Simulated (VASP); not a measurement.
The system is Cu.

```xyz
1
Lattice="0.0000 1.8075 1.8075 1.8075 0.0000 1.8075 1.8075 1.8075 0.0000" Properties=species:S:1:pos:R:3 pbc="T T T"
Cu    0.0000    0.0000    0.0000
```

Program: VASP 6.6.1. Alike in all runs: task single point; no spin polarisation; cell as given.

Task: Order these runs on this cell by their pressure, lowest first.
A. level r2SCAN; potentials or basis VASP PAW PBE potentials, release 64 (Cu); k mesh 11 × 11 × 11; cutoff (eV) 660; smearing methfessel-paxton 0.005 eV
B. level PBE; potentials or basis VASP PAW PBE potentials, release 64 (Cu); k mesh 13 × 13 × 13; cutoff (eV) 600; smearing gaussian 0.016 eV
C. level RPBE; potentials or basis VASP PAW PBE potentials, release 64 (Cu); k mesh 13 × 13 × 13; cutoff (eV) 600; smearing fermi-dirac 0.05 eV
D. level LDA; potentials or basis VASP PAW LDA potentials, release 64 (Cu); k mesh 13 × 13 × 13; cutoff (eV) 600; smearing fermi-dirac 0.05 eV
E. level revPBE+D3(BJ); potentials or basis VASP PAW PBE potentials, release 64 (Cu); k mesh 13 × 13 × 13; cutoff (eV) 600; smearing fermi-dirac 0.05 eV

Result: D (-11.8 GPa), E (-10.1 GPa), A (-4.6 GPa), B (2.3 GPa), C (7.3 GPa).

Caveats: the PAW data sets were made with another functional, which shifts forces and pressure a little (some runs); pairwise dispersion overbinds metals, which lowers pressure and volume (some runs).
